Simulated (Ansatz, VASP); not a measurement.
## KRu in VASP and in Ansatz

```
CELL_PARAMETERS angstrom
2.82099 0.00000 0.00000
-1.41050 2.44305 0.00000
0.00000 0.00000 5.74132
ATOMIC_POSITIONS crystal
K 0.33333 0.66667 0.50000
Ru 0.00000 0.00000 0.00000
```

Alike in both runs: task single point; functional PBE; k mesh 6 × 6 × 4; occupations gaussian, width 0.1 eV; collinear spin.

|  | VASP | Ansatz |
| --- | --- | --- |
| version | VASP 6.6.1 | Ansatz 0.2.0 |
| potentials or method | VASP PAW PBE potentials, release 64 (K_sv, Ru_pv), cutoff 520 eV | scalar-relativistic, plane waves, PAW |
| valence electrons in the cell | 23 | 25 |

|  | VASP | Ansatz | Ansatz less VASP |
| --- | --- | --- | --- |
| gap on the k mesh at the Fermi level (eV) | none | none | - |
| pressure (GPa) | 0.3 | 0.0 | -0.29 |
| traceless stress, the component that is largest in VASP (GPa) | -0.12 | 0.01 | +0.127 |
| net moment per atom (μB) | 0.00 | 0.00 | 0.000 |

A gap of «none» marks a metal or a gap that the smearing closes. VASP's potentials hold 23 valence electrons a cell and Ansatz's 25, so a difference there can come from the potentials and not from the codes. Ansatz's warnings: seeded moment not kept.

The k mesh is coarse, so the values compare programs but aren't converged.
